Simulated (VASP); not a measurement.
# Ni (Fm-3m) in VASP: a series of runs

The runs below take Ni through single point, relaxation of cell and atoms, with PBEsol.

Program: VASP 6.6.1. These are calculated values, not measurements. Logs are shortened: lines on timing, memory, paths and dates and some standing lists are left out, and cuts for length are marked.

## Step 1: The cell of the first run

The structure is cubic, space group Fm-3m (No. 225). Conventional cell: a = 3.439 Å, b = 3.439 Å, c = 3.439 Å, α = 90.00°, β = 90.00°, γ = 90.00°. Ni (site symmetry m-3m) has 12 Ni at 2.43 Å within 3.2 Å.

## Step 2: Single point, PBEsol, collinear spin, ferromagnetic start

File INCAR:

```
SYSTEM = Ni
PREC = Accurate
ENCUT = 520
EDIFF = 1E-6
ISMEAR = 0
SIGMA = 0.1
LREAL = .FALSE.
LASPH = .TRUE.
NELM = 150
ALGO = Fast
ISIF = 2
LWAVE = .FALSE.
LCHARG = .FALSE.
ISPIN = 2
MAGMOM = 0.73
LORBIT = 11
LMAXMIX = 4
GGA = PS
NBANDS = 15
```

File KPOINTS:

```
Automatic mesh
0
G
  20 20 20
  0 0 0
```

File POSCAR:

```
Ni
1.0
    0.0000000000      1.7195866958      1.7195866958
    1.7195866958      0.0000000000      1.7195866958
    1.7195866958      1.7195866958      0.0000000000
Ni
1
Direct
    0.0000000000      0.0000000000      0.0000000000
```

Potentials or basis: VASP PAW PBE potentials, release 64 (Ni).

Started as:

```bash
> cat potpaw_PBE.64/Ni/POTCAR > POTCAR
> mpirun -np 1 vasp_std > vasp.out
```

OUTCAR:

```text
SYSTEM = Ni
   PREC = Accurate
   ENCUT = 520
   EDIFF = 1E-6
   ISMEAR = 0
   LREAL = .FALSE.
   LASPH = .TRUE.
   NELM = 150
   ISIF = 2
   ISPIN = 2
   LORBIT = 11
   GGA = PS

 ion  position               nearest neighbor table
   1  0.000  0.000  0.000-

  LATTYP: Found a face centered cubic cell.
 ALAT       =     3.4391733916

  Lattice vectors:

 A1 = (   0.0000000000,   1.7195866958,   1.7195866958)
 A2 = (   1.7195866958,   0.0000000000,   1.7195866958)
 A3 = (   1.7195866958,   1.7195866958,   0.0000000000)

Analysis of symmetry for initial positions (statically):
=====================================================================
 Subroutine PRICEL returns:
 Original cell was already a primitive cell.

 Routine SETGRP: Setting up the symmetry group for a
 face centered cubic supercell.

 Subroutine GETGRP returns: Found 48 space group operations
 (whereof 48 operations were pure point group operations)
 out of a pool of 48 trial point group operations.

The static configuration has the point symmetry O_h .

Analysis of symmetry for dynamics (positions and initial velocities):
=====================================================================
 Subroutine PRICEL returns:
 Original cell was already a primitive cell.

 Routine SETGRP: Setting up the symmetry group for a
 face centered cubic supercell.

 Subroutine GETGRP returns: Found 48 space group operations
 (whereof 48 operations were pure point group operations)
 out of a pool of 48 trial point group operations.

The dynamic configuration has the point symmetry O_h .

Analysis of structural, dynamic, and magnetic symmetry:
=====================================================================
 Subroutine PRICEL returns:
 Original cell was already a primitive cell.

 Routine SETGRP: Setting up the symmetry group for a
 face centered cubic supercell.

 Subroutine GETGRP returns: Found 48 space group operations
 (whereof 48 operations were pure point group operations)
 out of a pool of 48 trial point group operations.

The overall configuration has the point symmetry O_h .

 Subroutine INISYM returns: Found 48 space group operations
 (whereof 48 operations are pure point group operations),
 and found     1 'primitive' translations

----------------------------------------------------------------------------------------

                                     Primitive cell

  volume of cell :      10.1696

  direct lattice vectors                    reciprocal lattice vectors
     0.000000000  1.719586696  1.719586696    -0.290767544  0.290767544  0.290767544
     1.719586696  0.000000000  1.719586696     0.290767544 -0.290767544  0.290767544
     1.719586696  1.719586696  0.000000000     0.290767544  0.290767544 -0.290767544

  length of vectors
     2.431862827  2.431862827  2.431862827     0.503624159  0.503624159  0.503624159

  position of ions in fractional coordinates (direct lattice)
     0.000000000  0.000000000  0.000000000

  ion indices of the primitive-cell ions
   primitive index   ion index
                 1           1

----------------------------------------------------------------------------------------

 KPOINTS: Automatic mesh

Automatic generation of k-mesh.
 Grid dimensions read from file:
 generate k-points for:   20   20   20

 Generating k-lattice:

  Cartesian coordinates                     Fractional coordinates (reciprocal lattice)
    -0.014538377  0.014538377  0.014538377     0.050000000  0.000000000  0.000000000
     0.014538377 -0.014538377  0.014538377     0.000000000  0.050000000  0.000000000
     0.014538377  0.014538377 -0.014538377     0.000000000  0.000000000  0.050000000

  Length of vectors
     0.025181208  0.025181208  0.025181208

  Shift w.r.t. Gamma in fractional coordinates (k-lattice)
     0.000000000  0.000000000  0.000000000

 Subroutine IBZKPT returns following result:
 ===========================================

 Found    256 irreducible k-points:

 Following reciprocal coordinates:
            Coordinates               Weight
  0.000000  0.000000  0.000000      1.000000
  0.050000  0.000000  0.000000      8.000000
  0.100000  0.000000  0.000000      8.000000
  0.150000  0.000000  0.000000      8.000000
  0.200000  0.000000  0.000000      8.000000
  0.250000  0.000000  0.000000      8.000000
[... 16 lines left out ...]
 -0.400000  0.050000  0.000000     24.000000
 -0.350000  0.050000  0.000000     24.000000
 [... further k-points ...]
   k-points           NKPTS =    256   k-points in BZ     NKDIM =    256   number of bands    NBANDS=     15
   number of dos      NEDOS =    301   number of ions     NIONS =      1
   total plane-waves  NPLWV =   5832
   dimension x,y,z NGX =    18 NGY =   18 NGZ =   18
   dimension x,y,z NGXF=    36 NGYF=   36 NGZF=   36
   ions per type =               1
   NGX,Y,Z   is equivalent  to a cutoff of  12.31, 12.31, 12.31 a.u.
   NGXF,Y,Z  is equivalent  to a cutoff of  24.61, 24.61, 24.61 a.u.
 SYSTEM =  Ni
[... 84 lines left out ...]
     14      44.8375      0.00000
     15      51.8915      0.00000

 k-point     2 :       0.0500    0.0000    0.0000
  band No.  band energies     occupation
      1       0.7372      1.00000
      2       7.5417      1.00000
      3       7.5950      1.00000
      4       7.5950      1.00000
      5       8.8463      1.00000
      6       8.8463      1.00000
      7      34.1884      0.00000
      8      37.4006      0.00000
      9      38.5865      0.00000
     10      38.5865      0.00000
     11      42.3198      0.00000
     12      42.3198      0.00000
     13      42.8164      0.00000
     14      45.7038      0.00000
     15      50.7992      0.00000
[... 365 lines left out ...]
      3       7.6520      1.00000
      4       8.4535      1.00000
      5       9.4215      1.00000
      6       9.9292      0.99976
      7      17.9367      0.00000
      8      32.4335      0.00000
      9      34.9072      0.00000
     10      36.4234      0.00000
     11      39.1572      0.00000
     12      40.6035      0.00000
     13      45.9298      0.00000
     14      54.8508      0.00000
     15      56.0438      0.00000

 k-point    24 :      -0.3500    0.0500    0.0000
  band No.  band energies     occupation
      1       4.5984      1.00000
      2       7.6512      1.00000
      3       7.7117      1.00000
      4       7.8082      1.00000
      5       9.2383      1.00000
      6       9.6170      1.00000
      7      19.8411      0.00000
      8      32.5634      0.00000
      9      35.1490      0.00000
     10      37.3080      0.00000
     11      39.1617      0.00000
     12      41.0860      0.00000
     13      45.6342      0.00000
     14      52.5726      0.00000
     15      54.2648      0.00000

 [... further k-points ...]

 spin component 2

 k-point     1 :       0.0000    0.0000    0.0000
  band No.  band energies     occupation
      1       0.6276      1.00000
      2       8.2852      1.00000
      3       8.2852      1.00000
      4       8.2852      1.00000
      5       9.4638      1.00000
      6       9.4638      1.00000
      7      34.3408      0.00000
      8      38.8144      0.00000
      9      38.8144      0.00000
     10      38.8144      0.00000
     11      42.1074      0.00000
     12      42.1074      0.00000
     13      42.1074      0.00000
     14      44.7495      0.00000
     15      52.1028      0.00000

 k-point     2 :       0.0500    0.0000    0.0000
  band No.  band energies     occupation
      1       0.7308      1.00000
      2       8.2531      1.00000
      3       8.3106      1.00000
      4       8.3106      1.00000
      5       9.4522      1.00000
      6       9.4522      1.00000
      7      34.1109      0.00000
      8      37.4144      0.00000
      9      38.6037      0.00000
     10      38.6037      0.00000
     11      42.4249      0.00000
     12      42.4249      0.00000
     13      42.8736      0.00000
     14      45.6507      0.00000
     15      50.9843      0.00000
[... 365 lines left out ...]
      3       8.2680      1.00000
      4       8.7186      1.00000
      5      10.1523      0.63297
      6      10.5487      0.00000
      7      18.2626      0.00000
      8      32.3981      0.00000
      9      34.9646      0.00000
     10      36.5239      0.00000
     11      39.2342      0.00000
     12      40.6620      0.00000
     13      46.0658      0.00000
     14      54.9447      0.00000
     15      56.2832      0.00000

 k-point    24 :      -0.3500    0.0500    0.0000
  band No.  band energies     occupation
      1       4.8255      1.00000
      2       8.1553      1.00000
      3       8.2845      1.00000
      4       8.3366      1.00000
      5       9.9540      0.99917
      6      10.3016      0.03815
      7      20.1035      0.00000
      8      32.5512      0.00000
      9      35.1895      0.00000
     10      37.4208      0.00000
     11      39.2279      0.00000
     12      41.1379      0.00000
     13      45.7292      0.00000
     14      52.6686      0.00000
     15      54.4623      0.00000

 [... further k-points ...]
[... 5 lines left out ...]
  --------------------------------------------------------------------------------------
  -------------------------------------------------------------------------------------
  Total        0.3076432      0.3076432      0.3076432     -0.0000000     -0.0000000      0.0000000
  in kB       48.4680632     48.4680632     48.4680632     -0.0000000     -0.0000000      0.0000000
  external PRESSURE =      48.4680632 kB  Pullay stress =       0.0000000 kB

 VOLUME and BASIS-vectors are now :
 -----------------------------------------------------------------------------
  energy-cutoff  :      520.00
  volume of cell :       10.17
      direct lattice vectors                 reciprocal lattice vectors
     0.000000000  1.719586696  1.719586696    -0.290767544  0.290767544  0.290767544
     1.719586696  0.000000000  1.719586696     0.290767544 -0.290767544  0.290767544
     1.719586696  1.719586696  0.000000000     0.290767544  0.290767544 -0.290767544

 POSITION                                       TOTAL-FORCE (eV/Angst)
 -----------------------------------------------------------------------------------
      0.00000      0.00000      0.00000         0.000000      0.000000      0.000000
 -----------------------------------------------------------------------------------
    total drift:                                0.000000     -0.000000     -0.000000

  FREE ENERGIE OF THE ION-ELECTRON SYSTEM (eV)
  ---------------------------------------------------
  free  energy   TOTEN  =        -6.1367640537 eV

  energy  without entropy=       -6.1285083995  energy(sigma->0) =       -6.13263623

 total charge

# of ion       s       p       d       tot
------------------------------------------
    1        0.531   0.567   8.345   9.443

 magnetization (x)

# of ion       s       p       d       tot
------------------------------------------
    1       -0.006  -0.024   0.654   0.624
```

Wall time 41 s (1 thread of Intel Xeon 6975P-C (Granite Rapids), shared host); peak memory 0.17 GiB.

What came out:

* Free energy: -6.1368 eV
* Pressure: 4.8 GPa
* Net moment: 0.62 μB per cell
* Site moments: Ni +0.62 μB
* Valence electrons inside the program's atomic spheres: Ni 9.44

Levels at points of the mesh, in eV from the Fermi level:
Spin up:
| k point | band 3 | band 4 | band 5 | band 6 | band 7 | band 8 |
| --- | --- | --- | --- | --- | --- | --- |
| (0.00, 0.00, 0.00) | -2.61 | -2.61 | -1.32 | -1.32 | 24.27 | 28.64 |
| (0.50, 0.00, 0.00) | -2.60 | -0.57 | -0.57 | -0.47 | 6.14 | 22.73 |
| (0.50, 0.50, 0.00) | -0.53 | -0.42 | -0.42 | 2.43 | 9.81 | 15.40 |
Spin down:
```csv
k point,band 1,band 2,band 3,band 4,band 5,band 6,band 7,band 8,band 9,band 10
"(0.00, 0.00, 0.00)",-9.55,-1.89,-1.89,-1.89,-0.71,-0.71,24.16,28.64,28.64,28.64
"(0.50, 0.00, 0.00)",-4.82,-1.99,-1.99,-0.50,0.17,0.17,6.56,22.63,25.90,25.90
"(0.50, 0.50, 0.00)",-4.73,-3.99,0.10,0.41,0.41,2.43,10.08,15.43,15.43,20.77
```

Caveat: the PAW data sets were made with another functional, which shifts forces and pressure a little.

## Step 3: Single point, PBEsol, collinear spin, ferromagnetic start

This run uses another cell than the first one, of 10.30 Å³/atom, 1.012 times its volume.

File INCAR:

```
SYSTEM = Ni
PREC = Accurate
ENCUT = 520
EDIFF = 1E-6
ISMEAR = 0
SIGMA = 0.1
LREAL = .False.
LASPH = .True.
NELM = 150
ALGO = Fast
ISIF = 2
LWAVE = .False.
LCHARG = .False.
ISPIN = 2
MAGMOM = 0.73
LORBIT = 11
LMAXMIX = 4
GGA = PS
NBANDS = 15
```

File KPOINTS:

```
Automatic mesh
0
Gamma
  20 20 20
  0 0 0
```

File POSCAR:

```
Ni
1.0
    0.0000000000      1.7266412966      1.7266412966
    1.7266412966      0.0000000000      1.7266412966
    1.7266412966      1.7266412966      0.0000000000
Ni
1
Direct
    0.0000000000      0.0000000000      0.0000000000
```

Potentials or basis: VASP PAW PBE potentials, release 64 (Ni).

Started as:

```bash
> cat potpaw_PBE.64/Ni/POTCAR > POTCAR
> mpirun -np 1 vasp_std > vasp.out
```

Run time: 41 s. Hardware: 1 thread of Intel Xeon 6975P-C (Granite Rapids), shared host; peak memory 0.16 GiB.

Results (log left out):

- Free energy: -6.1394 eV
- Pressure: 1.8 GPa
- Net moment: 0.62 μB per cell
- Site moments: Ni +0.63 μB
- Valence electrons inside the program's atomic spheres: Ni 9.42

Levels at points of the mesh, in eV from the Fermi level:
Spin up:
```
           k point  band 2  band 3  band 4  band 5  band 6  band 7  band 8  band 9
(0.00, 0.00, 0.00)   -2.57   -2.57   -2.57   -1.31   -1.31   24.16   28.44   28.44
(0.50, 0.00, 0.00)   -2.57   -2.57   -0.58   -0.58   -0.45    6.05   22.63   25.59
(0.50, 0.50, 0.00)   -4.50   -0.53   -0.43   -0.43    2.43    9.70   15.29   15.29
```
Spin down:
```tsv
k point	band 3	band 4	band 5	band 6	band 7	band 8
(0.00, 0.00, 0.00)	-1.86	-1.86	-0.70	-0.70	24.06	28.44
(0.50, 0.00, 0.00)	-1.95	-0.47	0.16	0.16	6.47	22.53
(0.50, 0.50, 0.00)	0.10	0.40	0.40	2.42	9.97	15.32
```

Caveat: the PAW data sets were made with another functional, which shifts forces and pressure a little.

## Step 4: Single point, PBEsol, collinear spin, ferromagnetic start

This run uses another cell than the first one, of 10.47 Å³/atom, 1.030 times its volume.

File INCAR:

```
SYSTEM = Ni
PREC     = Accurate       ! precision mode
ENCUT    = 520            ! plane-wave cutoff, eV
EDIFF    = 1E-6           ! SCF threshold, eV
ISMEAR   = 0              ! smearing method
SIGMA    = 0.1            ! smearing width, eV
LREAL    = .False.        ! projectors in reciprocal space
LASPH    = .True.         ! aspherical terms in the spheres
NELM     = 150            ! most SCF steps
ALGO     = Fast           ! electronic algorithm
ISIF     = 2              ! what is computed and relaxed
LWAVE    = .False.        ! write WAVECAR
LCHARG   = .False.        ! write CHGCAR
ISPIN    = 2              ! spin polarisation
MAGMOM   = 0.73           ! initial moments
LORBIT   = 11             ! projections on sites
LMAXMIX  = 4              ! l up to which the mixer works
GGA      = PS             ! functional
NBANDS   = 15             ! bands
```

KPOINTS is that of step 3.

File POSCAR:

```
Ni
1.0
    0.0000000000      1.7366117750      1.7366117750
    1.7366117750      0.0000000000      1.7366117750
    1.7366117750      1.7366117750      0.0000000000
Ni
1
Direct
    0.0000000000      0.0000000000      0.0000000000
```

Started as:

```bash
> cat potpaw_PBE.64/Ni/POTCAR > POTCAR
> mpirun -np 1 vasp_std > vasp.out
```

Run time: 42 s. Hardware: 1 thread of Intel Xeon 6975P-C (Granite Rapids), shared host; peak memory 0.17 GiB.

It converged, with:

- Free energy: -6.1394 eV
- Pressure: -2.1 GPa
- Net moment: 0.62 μB per cell
- Site moments: Ni +0.63 μB
- Valence electrons inside the program's atomic spheres: Ni 9.38

Levels at points of the mesh, in eV from the Fermi level:
Spin up:
```csv
k point,band 1,band 2,band 3,band 4,band 5,band 6,band 7,band 8,band 9,band 10
"(0.00, 0.00, 0.00)",-9.33,-2.53,-2.53,-2.53,-1.29,-1.29,24.02,28.16,28.16,28.16
"(0.50, 0.00, 0.00)",-5.07,-2.52,-2.52,-0.58,-0.58,-0.41,5.92,22.49,25.28,25.28
"(0.50, 0.50, 0.00)",-4.90,-4.40,-0.54,-0.44,-0.44,2.42,9.54,15.12,15.12,20.17
```
Spin down:
| k point | band 3 | band 4 | band 5 | band 6 | band 7 | band 8 |
| --- | --- | --- | --- | --- | --- | --- |
| (0.00, 0.00, 0.00) | -1.81 | -1.81 | -0.68 | -0.68 | 23.91 | 28.15 |
| (0.50, 0.00, 0.00) | -1.90 | -0.44 | 0.16 | 0.16 | 6.34 | 22.39 |
| (0.50, 0.50, 0.00) | 0.10 | 0.39 | 0.39 | 2.41 | 9.80 | 15.15 |

Caveat: the PAW data sets were made with another functional, which shifts forces and pressure a little.

## Step 5: Relaxation of cell and atoms, PBEsol, collinear spin, ferromagnetic start, target pressure 40 GPa, at which the enthalpy is minimised

This run uses another cell than the first one, of 9.11 Å³/atom, 0.896 times its volume.

File INCAR:

```
PREC = Accurate
ENCUT = 600
EDIFF = 1E-7
ISMEAR = 0
SIGMA = 0.1
LREAL = False
LASPH = True
NELM = 150
ALGO = Normal
ISIF = 3
LWAVE = False
LCHARG = False
ISPIN = 2
MAGMOM = 0.72
LORBIT = 11
LMAXMIX = 4
GGA = PS
IBRION = 2
NSW = 70
EDIFFG = -0.008
PSTRESS = 400.0
```

File KPOINTS:

```
regular mesh
0
Gamma
  20 20 20
```

File POSCAR:

```
Ni
1.0
    0.0000000000      1.6574891315      1.6574891315
    1.6574891315      0.0000000000      1.6574891315
    1.6574891315      1.6574891315      0.0000000000
Ni
1
Direct
    0.0000000000      0.0000000000      0.0000000000
```

Started as:

```bash
> cat potpaw_PBE.64/Ni/POTCAR > POTCAR
> mpirun -np 1 vasp_std > vasp.out
```

Run time: 69 s. Hardware: 1 thread of Intel Xeon 6975P-C (Granite Rapids), shared host; peak memory 0.17 GiB.

Results (log left out):

```yaml
Free_energy: -6.0012 eV
Relaxed_volume: 9.13 Å³/atom
Relaxed_cell: a = 2.346 Å, b = 2.346 Å, c = 2.346 Å, α = 60.00°, β = 60.00°, γ = 60.00°
Space_group_after_relaxing_to_0.05_Å: Fm-3m (No. 225)
Energy_change_on_relaxing_the_enthalpy_is_what_falls: -4.9 meV/atom
Ionic_steps: 3
Pressure_after_relaxing: 40.0 GPa
Net_moment: 0.60 μB per cell
Site_moments: Ni +0.60 μB
Valence_electrons_inside_the_program's_atomic_spheres: Ni 9.69
```

Step by step:
```tsv
step	energy change (eV)	largest force (eV/Å)	pressure (GPa)	volume (Å³)
1	0.0000	0.0000	40.90	9.11
2	-0.0165	0.0000	37.90	9.17
3	-0.0049	0.0000	40.02	9.13
```

Final structure:
```yaml
crystal:
  lattice:
    - [0.00000, 1.65867, 1.65867]
    - [1.65867, 0.00000, 1.65867]
    - [1.65867, 1.65867, 0.00000]
  atoms:
    - { symbol: Ni, position: [0.00000, 0.00000, 0.00000] }
```

Levels at points of the mesh, in eV from the Fermi level:
Spin up:
```tsv
k point	band 2	band 3	band 4	band 5	band 6	band 7	band 8	band 9
(0.00, 0.00, 0.00)	-2.93	-2.93	-2.93	-1.43	-1.43	25.16	30.41	30.41
(0.50, 0.00, 0.00)	-2.94	-2.94	-0.68	-0.54	-0.54	7.03	23.57	27.81
(0.50, 0.50, 0.00)	-5.24	-0.50	-0.34	-0.34	2.52	10.88	16.48	16.48
```
Spin down:
```tsv
k point	band 2	band 3	band 4	band 5	band 6	band 7	band 8	band 9
(0.00, 0.00, 0.00)	-2.23	-2.23	-2.23	-0.84	-0.84	25.08	30.41	30.41
(0.50, 0.00, 0.00)	-2.35	-2.35	-0.69	0.19	0.19	7.45	23.49	27.91
(0.50, 0.50, 0.00)	-4.69	0.12	0.46	0.46	2.53	11.16	16.52	16.52
```

Caveat: the cell is relaxed towards a set pressure, so the enthalpy falls and the energy may rise; the PAW data sets were made with another functional, which shifts forces and pressure a little.

## Step 6: Summary

| task | cell | cutoff (eV) | gap on the mesh (eV) | pressure (GPa) | moment (μB) |
| --- | --- | --- | --- | --- | --- |
| single point | a = 2.432 Å, angles 60.0°, 1 atom | 520 | none | 4.8 | 0.62 |
| single point | a = 2.442 Å, angles 60.0°, 1 atom | 520 | none | 1.8 | 0.62 |
| single point | a = 2.456 Å, angles 60.0°, 1 atom | 520 | none | -2.1 | 0.62 |
| relaxation of cell and atoms | relaxed to 40 GPa from a = 2.344 Å, angles 60.0°, 1 atom | 600 | none | 40.0 | 0.60 |

Alike in all rows: level PBEsol; potentials or basis VASP PAW PBE potentials, release 64 (Ni); spin collinear, ferromagnetic start; k mesh 20 × 20 × 20; smearing gaussian 0.1 eV.

Caveats: the PAW data sets were made with another functional, which shifts forces and pressure a little; the cell is relaxed towards a set pressure, so the enthalpy falls and the energy may rise (some runs).

Absolute energies hang on the potentials; compare differences alone.
